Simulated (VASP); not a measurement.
Set up this calculation in VASP 6.6.1, as the native input.

* Task: single point
* Functional: PBEsol
* Potentials or basis: VASP PAW PBE potentials, release 64 (N)
* Cutoff: 520 eV
* k mesh: 6 × 6 × 2
* Occupations: gaussian, width 0.01 eV
* Spin: no spin polarisation
* Dipole correction: no
* Further INCAR settings: ALGO = Normal; EDIFF = 1e-07; NBANDS = 18

The structure of N lies in POSCAR:

```
N
1.0
    3.5792593765      0.0000000000      0.0000000000
   -1.7896296883      3.0997295467      0.0000000000
    0.0000000000      0.0000000000      7.6409886428
N
4
Direct
    0.3333333333      0.6666666667      0.3215760740
    0.3333333333      0.6666666667      0.1784239260
    0.6666666667      0.3333333333      0.8215760740
    0.6666666667      0.3333333333      0.6784239260
```

The input as run:

INCAR

```
SYSTEM = N
PREC = Accurate
ENCUT = 520
EDIFF = 1E-7
ISMEAR = 0
SIGMA = 0.01
LREAL = .False.
LASPH = .True.
NELM = 60
ALGO = Normal
ISIF = 2
LWAVE = .False.
LCHARG = .False.
GGA = PS
NBANDS = 18
```

KPOINTS

```
regular mesh
0
Gamma
  6 6 2
  0 0 0
```

Potentials or basis: VASP PAW PBE potentials, release 64 (N).

Launch:

```sh
$ cat potpaw_PBE.64/N/POTCAR > POTCAR
$ mpirun -np 1 vasp_std > vasp.out
```

It gave:

| Item | Value |
| --- | --- |
| Pressure | 4.4 GPa |
| Largest force | 2.933 eV/Å |
| Band gap on the k mesh | 6.98 eV, indirect (least direct gap 7.04 eV) |

Caveat: the standard files for N, O and F lose accuracy on very short bonds; the PAW data sets were made with another functional, which shifts forces and pressure a little.

It took 24 s on 1 thread of Intel(R) Xeon(R) Platinum 8259CL CPU @ 2.50GHz (Skylake/Cascade Lake) (shared host), peak memory 0.19 GiB.
